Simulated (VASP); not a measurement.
# TePb (Fm-3m) in VASP: further runs

Runs on TePb. Level: PBE. Tasks: single point.

Program: VASP 6.6.1. These are calculated values, not measurements. Logs are shortened: lines on timing, memory, paths and dates and some standing lists are left out, and cuts for length are marked.

## Step 1: The cell of the first run

It takes space group Fm-3m (No. 225, cubic). The conventional cell has a = 6.298 Å, b = 6.298 Å, c = 6.298 Å, α = 90.00°, β = 90.00°, γ = 90.00°. Te (site symmetry m-3m) has 6 Pb at 3.15 Å within 4.1 Å. Within 4.1 Å of Pb (site symmetry m-3m) lie 6 Te at 3.15 Å.

## Step 2: Single point, PBE (volume scaled by 0.88)

INCAR

```
  PREC = Accurate
  ENCUT = 520
  EDIFF = 1E-7
  ISMEAR = 0
  SIGMA = 0.02
  LREAL = F
  LASPH = T
  NELM = 100
  ALGO = Normal
  ISIF = 2
  LWAVE = F
  LCHARG = F
  GGA = PE
  NBANDS = 17
```

KPOINTS

```
Automatic mesh
0
Gamma
  8 8 8
```

POSCAR

```
TePb
1.0
    0.0000000000      3.1489697403      3.1489697403
    3.1489697403      0.0000000000      3.1489697403
    3.1489697403      3.1489697403      0.0000000000
Te Pb
1 1
Direct
    0.5000000000      0.5000000000      0.5000000000
    0.0000000000      0.0000000000      0.0000000000
```

Potentials or basis: VASP PAW PBE potentials, release 64 (Te, Pb_d).

The run is started by

```
> cat potpaw_PBE.64/Te/POTCAR potpaw_PBE.64/Pb_d/POTCAR > POTCAR
> mpirun -np 1 vasp_std > vasp.out
```

OUTCAR:

```text
PREC = Accurate
   ENCUT = 520
   EDIFF = 1E-7
   ISMEAR = 0
   LREAL = F
   LASPH = T
   NELM = 100
   ISIF = 2
   GGA = PE

 ion  position               nearest neighbor table
   1  0.500  0.500  0.500-   2 3.15   2 3.15   2 3.15   2 3.15   2 3.15   2 3.15
   2  0.000  0.000  0.000-   1 3.15   1 3.15   1 3.15   1 3.15   1 3.15   1 3.15

  LATTYP: Found a face centered cubic cell.
 ALAT       =     6.2979394806

  Lattice vectors:

 A1 = (   0.0000000000,   3.1489697403,   3.1489697403)
 A2 = (   3.1489697403,   0.0000000000,   3.1489697403)
 A3 = (   3.1489697403,   3.1489697403,   0.0000000000)

Analysis of symmetry for initial positions (statically):
=====================================================================
 Subroutine PRICEL returns:
 Original cell was already a primitive cell.

 Routine SETGRP: Setting up the symmetry group for a
 face centered cubic supercell.

 Subroutine GETGRP returns: Found 48 space group operations
 (whereof 48 operations were pure point group operations)
 out of a pool of 48 trial point group operations.

The static configuration has the point symmetry O_h .

Analysis of symmetry for dynamics (positions and initial velocities):
=====================================================================
 Subroutine PRICEL returns:
 Original cell was already a primitive cell.

 Routine SETGRP: Setting up the symmetry group for a
 face centered cubic supercell.

 Subroutine GETGRP returns: Found 48 space group operations
 (whereof 48 operations were pure point group operations)
 out of a pool of 48 trial point group operations.

The dynamic configuration has the point symmetry O_h .

 Subroutine INISYM returns: Found 48 space group operations
 (whereof 48 operations are pure point group operations),
 and found     1 'primitive' translations

----------------------------------------------------------------------------------------

                                     Primitive cell

  volume of cell :      62.4504

  direct lattice vectors                    reciprocal lattice vectors
     0.000000000  3.148969740  3.148969740    -0.158782091  0.158782091  0.158782091
     3.148969740  0.000000000  3.148969740     0.158782091 -0.158782091  0.158782091
     3.148969740  3.148969740  0.000000000     0.158782091  0.158782091 -0.158782091

  length of vectors
     4.453315714  4.453315714  4.453315714     0.275018649  0.275018649  0.275018649

  position of ions in fractional coordinates (direct lattice)
     0.500000000  0.500000000  0.500000000
     0.000000000  0.000000000  0.000000000

  ion indices of the primitive-cell ions
   primitive index   ion index
                 1           1
                 2           2

----------------------------------------------------------------------------------------

 KPOINTS: Automatic mesh

Automatic generation of k-mesh.
 Grid dimensions read from file:
 generate k-points for:    8    8    8

 Generating k-lattice:

  Cartesian coordinates                     Fractional coordinates (reciprocal lattice)
    -0.019847761  0.019847761  0.019847761     0.125000000  0.000000000  0.000000000
     0.019847761 -0.019847761  0.019847761     0.000000000  0.125000000  0.000000000
     0.019847761  0.019847761 -0.019847761     0.000000000  0.000000000  0.125000000

  Length of vectors
     0.034377331  0.034377331  0.034377331

  Shift w.r.t. Gamma in fractional coordinates (k-lattice)
     0.000000000  0.000000000  0.000000000

 Subroutine IBZKPT returns following result:
 ===========================================

 Found     29 irreducible k-points:

 Following reciprocal coordinates:
            Coordinates               Weight
  0.000000  0.000000  0.000000      1.000000
  0.125000  0.000000  0.000000      8.000000
  0.250000  0.000000  0.000000      8.000000
  0.375000  0.000000  0.000000      8.000000
  0.500000  0.000000  0.000000      4.000000
  0.125000  0.125000  0.000000      6.000000
[... 16 lines left out ...]
  0.500000  0.250000  0.125000     48.000000
 -0.375000  0.250000  0.125000     24.000000
 [... further k-points ...]
   k-points           NKPTS =     29   k-points in BZ     NKDIM =     29   number of bands    NBANDS=     17
   number of dos      NEDOS =    301   number of ions     NIONS =      2
   total plane-waves  NPLWV =  46656
   dimension x,y,z NGX =    36 NGY =   36 NGZ =   36
   dimension x,y,z NGXF=    72 NGYF=   72 NGZF=   72
   ions per type =               1   1
   NGX,Y,Z   is equivalent  to a cutoff of  13.44, 13.44, 13.44 a.u.
   NGXF,Y,Z  is equivalent  to a cutoff of  26.88, 26.88, 26.88 a.u.
 SYSTEM =  unknown system
   PREC   = accura    normal or accurate (medium, high low for compatibility)
   ISTART =      0    job   : 0-new  1-cont  2-samecut
   ICHARG =      2    charge: 1-file 2-atom 10-const
   ISPIN  =      1    spin polarized calculation?
   LNONCOLLINEAR =      F non collinear calculations
   LSORBIT =      F    spin-orbit coupling
   LASPH  =      T    aspherical Exc in radial PAW
   ENCUT  =  520.0 eV  38.22 Ry    6.18 a.u.   8.28  8.28  8.28*2*pi/ulx,y,z
   NELM   =    100;   NELMIN=  2; NELMDL= -5     # of ELM steps
   EDIFF  = 0.1E-06   stopping-criterion for ELM
   LREAL  =      F    real-space projection
   EDIFFG = 0.1E-05   stopping-criterion for IOM
   NSW    =      0    number of steps for IOM
   IBRION =     -1    ionic relax: 0-MD 1-quasi-New 2-CG
   NFREE  =      0    steps in history (QN), initial steepest desc. (CG)
   ISIF   =      2    stress and relaxation
   ISYM   =      2    0-nonsym 1-usesym 2-fastsym
   POTIM  = 0.5000    time-step for ionic-motion
   TEBEG  =    0.0;   TEEND  =   0.0 temperature during run
   PSTRESS=    0.0 pullay stress
   NELECT =      20.0000    total number of electrons
   NUPDOWN=      -1.0000    fix difference up-down
   EMIN   =  10.00;   EMAX   =-10.00  energy-range for DOS
   EFERMI =   0.00;   METHOD = LEGACY
   ISMEAR =     0;   SIGMA  =   0.02  broadening in eV -4-tet -1-fermi 0-gaus
   EFERMI_NEDOS =   21; number of points for ismear=-14 and -15
   IALGO  =     38    algorithm
   IMIX   =      4    mixing-type and parameters
     AMIX     =   0.40;   BMIX     =  1.00
     AMIX_MAG =   1.60;   BMIX_MAG =  1.00
  volume/ion in A,a.u.               =      31.23       210.72
  Fermi-wavevector in a.u.,A,eV,Ry     =   1.120056  2.116599 17.068850  1.254525
  Thomas-Fermi vector in A             =   2.256700
   LORBIT       =      0    0 simple, 1 ext, 2 COOP (PROOUT), +10 PAW based schemes
   GGA     = PE    functional components
   LHFCALC =     F    Hartree Fock is set to
   AEXX    =    0.0000 exact exchange contribution
   IVDW    =     0    specifies the selected vdW correction
   LEPSILON=     F    determine dielectric tensor
   LRPA    =     F    only Hartree local field effects (RPA)
 non-spin polarized calculation
 Gauss-broadening in eV      SIGMA  =   0.02
  energy-cutoff  :      520.00
  volume of cell :       62.45
 maximum number of plane-waves:      1705
 NGX is ok and might be reduce to    36
   NGX = 17   NGY = 17   NGZ = 17

 number of electron      19.9999998 magnetization

 Free energy of the ion-electron system (eV)
  ---------------------------------------------------
  ext. energy  EPLUGINS =         0.00000000
  ---------------------------------------------------
  free energy    TOTEN  =        -7.37074634 eV

  energy without entropy =       -7.37074634  energy(sigma->0) =       -7.37074634

 E-fermi :   6.8372     XC(G=0):  -9.6527

 val. band max:        6.6961579080   @ k =   0.5000   0.0000   0.0000
 cond. band min:       7.2462630195   @ k =   0.5000   0.0000   0.0000
 fundamental gap:      0.5501051116
 Fermi energy:         6.8372471147

 k-point     1 :       0.0000    0.0000    0.0000
  band No.  band energies     occupation
      1     -10.2059      2.00000
      2     -10.2059      2.00000
      3     -10.1901      2.00000
      4     -10.1901      2.00000
      5     -10.1901      2.00000
      6      -6.0305      2.00000
[... 9 lines left out ...]
     16      12.2725      0.00000
     17      13.7266      0.00000

 k-point     2 :       0.1250    0.0000    0.0000
  band No.  band energies     occupation
      1     -10.2086      2.00000
      2     -10.2086      2.00000
      3     -10.1897      2.00000
      4     -10.1872      2.00000
      5     -10.1872      2.00000
      6      -5.8814      2.00000
[... 9 lines left out ...]
     16      12.5869      0.00000
     17      14.9270      0.00000

 k-point     3 :       0.2500    0.0000    0.0000
  band No.  band energies     occupation
      1     -10.2162      2.00000
      2     -10.2162      2.00000
      3     -10.1888      2.00000
      4     -10.1789      2.00000
      5     -10.1789      2.00000
      6      -5.4493      2.00000
[... 9 lines left out ...]
     16      13.4247      0.00000
     17      17.1424      0.00000

 k-point     4 :       0.3750    0.0000    0.0000
  band No.  band energies     occupation
      1     -10.2244      2.00000
      2     -10.2244      2.00000
      3     -10.1882      2.00000
      4     -10.1702      2.00000
      5     -10.1702      2.00000
      6      -4.8146      2.00000
[... 9 lines left out ...]
     16      14.7006      0.00000
     17      17.7281      0.00000
[... 343 lines left out ...]
      1     -10.2388      2.00000
      2     -10.2079      2.00000
      3     -10.1920      2.00000
      4     -10.1734      2.00000
      5     -10.1719      2.00000
      6      -5.0810      2.00000
[... 9 lines left out ...]
     16      15.4569      0.00000
     17      15.6898      0.00000

 k-point    23 :       0.5000    0.2500    0.1250
  band No.  band energies     occupation
      1     -10.2471      2.00000
      2     -10.2144      2.00000
      3     -10.1871      2.00000
      4     -10.1717      2.00000
      5     -10.1658      2.00000
      6      -4.5018      2.00000
[... 9 lines left out ...]
     16      15.6554      0.00000
     17      16.8780      0.00000

 k-point    24 :      -0.3750    0.2500    0.1250
  band No.  band energies     occupation
      1     -10.2497      2.00000
      2     -10.2179      2.00000
      3     -10.1825      2.00000
      4     -10.1742      2.00000
      5     -10.1628      2.00000
      6      -4.1379      2.00000
[... 9 lines left out ...]
     16      16.5011      0.00000
     17      16.8458      0.00000

 [... further k-points ...]
[... 5 lines left out ...]
  --------------------------------------------------------------------------------------
  -------------------------------------------------------------------------------------
  Total        2.5192926      2.5192926      2.5192926     -0.0000000      0.0000000     -0.0000000
  in kB       64.6329147     64.6329147     64.6329147     -0.0000000      0.0000000     -0.0000000
  external PRESSURE =      64.6329147 kB  Pullay stress =       0.0000000 kB

 VOLUME and BASIS-vectors are now :
 -----------------------------------------------------------------------------
  energy-cutoff  :      520.00
  volume of cell :       62.45
      direct lattice vectors                 reciprocal lattice vectors
     0.000000000  3.148969740  3.148969740    -0.158782091  0.158782091  0.158782091
     3.148969740  0.000000000  3.148969740     0.158782091 -0.158782091  0.158782091
     3.148969740  3.148969740  0.000000000     0.158782091  0.158782091 -0.158782091

 POSITION                                       TOTAL-FORCE (eV/Angst)
 -----------------------------------------------------------------------------------
      3.14897      3.14897      3.14897        -0.000000      0.000000     -0.000000
      0.00000      0.00000      0.00000         0.000000     -0.000000      0.000000
 -----------------------------------------------------------------------------------
    total drift:                               -0.000000      0.000000      0.000000

  FREE ENERGIE OF THE ION-ELECTRON SYSTEM (eV)
  ---------------------------------------------------
  free  energy   TOTEN  =        -7.3707463365 eV

  energy  without entropy=       -7.3707463365  energy(sigma->0) =       -7.37074634
```

Run time: 14 s. Hardware: 1 thread of Intel Xeon 6975P-C (Granite Rapids), shared host; peak memory 0.21 GiB.

Results:

```yaml
Free_energy: -7.3707 eV
Pressure: 6.5 GPa
Band_gap_on_the_k_mesh: 0.55 eV, direct
```

Caveat: spin-orbit coupling is left out, which moves the levels of the heavy elements. A k mesh can miss the band edges.

## Step 3: Single point, PBE (volume scaled by 0.91)

INCAR

```
PREC = Accurate
ENCUT = 520
EDIFF = 1E-7
ISMEAR = 0
SIGMA = 0.02
LREAL = False
LASPH = True
NELM = 80
ALGO = Normal
ISIF = 2
LWAVE = False
LCHARG = False
GGA = PE
NBANDS = 17
```

KPOINTS is that of step 2.

POSCAR

```
TePb
1.0
    0.0000000000      3.1843543845      3.1843543845
    3.1843543845      0.0000000000      3.1843543845
    3.1843543845      3.1843543845      0.0000000000
Te Pb
1 1
Direct
    0.5000000000      0.5000000000      0.5000000000
    0.0000000000      0.0000000000      0.0000000000
```

Potentials or basis: VASP PAW PBE potentials, release 64 (Te, Pb_d).

The run is started by

```
> cat potpaw_PBE.64/Te/POTCAR potpaw_PBE.64/Pb_d/POTCAR > POTCAR
> mpirun -np 1 vasp_std > vasp.out
```

It took 14 s on 1 thread of Intel Xeon 6975P-C (Granite Rapids), shared host; peak memory 0.21 GiB.

The run converged. Its results:

| Item | Value |
| --- | --- |
| Free energy | -7.4430 eV |
| Pressure | 4.4 GPa |
| Band gap on the k mesh | 0.64 eV, direct |

Levels at points of the mesh, in eV from the valence-band top:
| k point | band 7 | band 8 | band 9 | band 10 | band 11 | band 12 | band 13 | band 14 |
| --- | --- | --- | --- | --- | --- | --- | --- | --- |
| (0.00, 0.00, 0.00) | -5.49 | -1.53 | -1.53 | -1.53 | 4.11 | 4.11 | 4.11 | 5.68 |
| (0.50, 0.00, 0.00) | -8.84 | -1.04 | -1.04 | 0.00 | 0.64 | 1.14 | 1.14 | 8.43 |
| (0.50, 0.50, 0.00) | -7.38 | -4.87 | -3.08 | -3.08 | 3.08 | 5.62 | 5.62 | 6.95 |

Caveat: spin-orbit coupling is left out, which moves the levels of the heavy elements. A k mesh can miss the band edges.
